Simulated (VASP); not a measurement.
Write the native input for VASP 6.6.1 that does the following.

```
Task                   : single point
Functional             : PBE
Potentials or basis    : VASP PAW PBE potentials, release 64 (Au, As)
Cutoff                 : 520 eV
k mesh                 : 5 × 5 × 6
Occupations            : fermi-dirac, width 0.05 eV
Spin                   : no spin polarisation
Dipole correction      : no
Further INCAR settings : ALGO = Fast; EDIFF = 1e-06; NBANDS = 48
```

The structure of AsAu3 lies in POSCAR:

```
AsAu3
1.0
    6.0374021518      0.0000000000      0.0000000000
   -3.0187010759      5.2285436363      0.0000000000
    0.0000000000      0.0000000000      4.8721893491
Au As
6 2
Direct
    0.1668315050      0.3336630100      0.2500000000
    0.1668315050      0.8331684950      0.2500000000
    0.6663369900      0.8331684950      0.2500000000
    0.8331684950      0.6663369900      0.7500000000
    0.8331684950      0.1668315050      0.7500000000
    0.3336630100      0.1668315050      0.7500000000
    0.3333333333      0.6666666667      0.7500000000
    0.6666666667      0.3333333333      0.2500000000
```

The input as run:

INCAR

```
SYSTEM = AsAu3
ALGO = Fast
EDIFF = 1E-6
ENCUT = 520
GGA = PE
ISIF = 2
ISMEAR = -1
LASPH = .True.
LCHARG = .False.
LREAL = .False.
LWAVE = .False.
NBANDS = 48
NELM = 100
PREC = Accurate
SIGMA = 0.05
```

KPOINTS

```
k-points
0
Gamma
  5 5 6
  0 0 0
```

Potentials or basis: VASP PAW PBE potentials, release 64 (Au, As).

Command:

```sh
$ cat potpaw_PBE.64/Au/POTCAR potpaw_PBE.64/As/POTCAR > POTCAR
$ mpirun -np 1 vasp_std > vasp.out
```

Results of the run:

```json
{
 "Pressure": "-5.1 GPa",
 "Largest force": "0.063 eV/Å",
 "Band gap on the k mesh": "zero (bands 38 and 39 overlap by 1.56 eV)"
}
```

Caveat: the cell stands under tension; spin-orbit coupling is left out, which moves the levels of the heavy elements.

It took 110 s on 1 thread of Intel(R) Xeon(R) 6975P-C (Granite Rapids), with other jobs on the host, peak memory 0.34 GiB.
